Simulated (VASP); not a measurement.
Runs of VASP 6.6.1 on TiN (rocksalt type). The structure is that of space group Fm-3m (No. 225), or close to it. The cells are those of the table. 

```tsv
task	cell	cutoff (eV)	gap on the mesh (eV)	pressure (GPa)
single point	a = 2.950 Å, angles 60.0°, 2 atoms	520	none	(a)
single point	a = 2.542 Å, angles 60.0°, 2 atoms	520	none	359.3
single point	a = 2.827 Å, angles 60.0°, 2 atoms	520	none	54.9
relaxation of cell and atoms	relaxed from a = 3.047 Å, angles 60.0°, 2 atoms	600	none	0.0
```

Alike in all rows: level LDA; potentials or basis VASP PAW LDA potentials, release 64 (Ti_sv, N); no spin polarisation; k mesh 17 × 17 × 17; smearing fermi-dirac 0.08 eV.

Problem. Estimate the missing entries.

Solution. (a) 1.1.

A gap of «none» marks levels without a gap at the run's occupations.
